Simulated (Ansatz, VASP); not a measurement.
# Li4F: VASP beside Ansatz

```
Li F
1.0
     3.05340    0.00000    0.00000
     0.00000    3.05340    0.00000
     0.00000    0.00000   25.47724
Li F
4 1
Direct
  0.50000 0.50000 0.33363
  0.00000 0.00000 0.41838
  0.50000 0.50000 0.50649
  0.00000 0.00000 0.59147
  0.50000 0.50000 0.70722
```

Alike in both runs: task single point; functional PBEsol; k mesh 9 × 9 × 1; occupations gaussian, width 0.1 eV; no spin polarisation.

|  | VASP | Ansatz |
| --- | --- | --- |
| version | VASP 6.6.1 | Ansatz 0.2.0 |
| potentials or method | VASP PAW PBE potentials, release 64 (Li_sv, F), cutoff 520 eV | scalar-relativistic, plane waves, PAW |
| valence electrons in the cell | 19 | 19 |

```tsv
	VASP	Ansatz	Ansatz less VASP
gap on the k mesh at the Fermi level (eV)	none	none	-
rms of the force components (eV/Å)	0.380	0.380	-0.0008
```

VASP's potentials were made for PBE, not for PBEsol. Atom by atom the forces differ by 0.002 eV/Å (rms over components). A gap of «none» marks a metal or a gap that the smearing closes. Ansatz's warnings: xc potential rough in thin density.

Noted on VASP's run: the cutoff is short for stress, so the pressure is rough.
